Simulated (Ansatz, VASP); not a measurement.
One calculation of Sc2Ta3O, two programs

File INCAR:

```
SYSTEM = Sc2Ta3O
PREC = Accurate ; ENCUT = 600
EDIFF = 1E-7 ; ISMEAR = 0
SIGMA = 0.1 ; LREAL = .False.
LASPH = .True. ; NELM = 60
ALGO = Normal ; ISIF = 3
LWAVE = .False. ; LCHARG = .False.
GGA = PE ; IBRION = 2
NSW = 90 ; EDIFFG = -0.04
```

KPOINTS

```
regular mesh
0
Gamma
  6 6 6
  0 0 0
```

The input POSCAR:

```
Sc2Ta3O
1.0
   -2.3217237500      2.3217237500      3.2435747600
    2.3217237500     -2.3217237500      3.2435747600
    2.3217237500      2.3217237500     -3.2435747600
Sc Ta O
2 3 1
Direct
    0.5000000000      0.0000000000      0.5000000000
    0.0000000000      0.5000000000      0.5000000000
    0.2422815700      0.2422815700      0.0000000000
    0.7577184300      0.7577184300      0.0000000000
    0.0000000000      0.0000000000      0.0000000000
    0.5000000000      0.5000000000      0.0000000000
```

Input for Ansatz:

```yaml
crystal:
  lattice:
    - [-2.32172375, 2.32172375, 3.24357476]
    - [2.32172375, -2.32172375, 3.24357476]
    - [2.32172375, 2.32172375, -3.24357476]
  atoms:
    - { symbol: Sc, position: [0.5, 0.0, 0.5] }
    - { symbol: Sc, position: [0.0, 0.5, 0.5] }
    - { symbol: Ta, position: [0.24228157, 0.24228157, 0.0] }
    - { symbol: Ta, position: [0.75771843, 0.75771843, 0.0] }
    - { symbol: Ta, position: [0.0, 0.0, 0.0] }
    - { symbol: O, position: [0.5, 0.5, 0.0] }
basis:
  ecutwfc: 420
kpoints:
  mp_grid: { grid: [6, 6, 6] }
hamiltonian:
  xc: pbe
scf:
  occupations: { method: gaussian, width: 0.1 }
  lower_state_search: "off"
output:
  forces: true
  stress: true
  eigenvalues: true
relax:
  adjacent_minimum: "off"
  f_tol: 0.04
  max_steps: 70
  cell: { stress_tol: 0.4 }
```

Alike in both runs: task relaxation of cell and atoms; functional PBE; k mesh 6 × 6 × 6; occupations gaussian, width 0.1 eV; no spin polarisation.

```csv
,VASP,Ansatz
version,VASP 6.6.1,Ansatz 0.2.0
potentials or method,"VASP PAW PBE potentials, release 64 (Sc_sv, Ta_pv, O), cutoff 600 eV","scalar-relativistic, plane waves, PAW"
valence electrons in the cell,61,67
```

Ansatz gave:

| Property | Result |
| --- | --- |
| gap on the k mesh at the Fermi level, each at its own relaxed structure (eV) | none |
| relaxed volume (Å³/atom) | 18.89 |
| relaxed cell length with the largest relative difference (Å) | 5.842 |

Problem. What did VASP give for the same quantities?

Solution. gap on the k mesh at the Fermi level, each at its own relaxed structure (eV): none; relaxed volume (Å³/atom): 18.88; relaxed cell length with the largest relative difference (Å): 5.813.

A gap of «none» marks a metal or a gap that the smearing closes. VASP's potentials hold 61 valence electrons a cell and Ansatz's 67, so a difference there can come from the potentials and not from the codes.

Neither program's run includes spin-orbit coupling. Noted on VASP's run: the volume moved by over 15 % at a fixed basis, so the end points are rough.
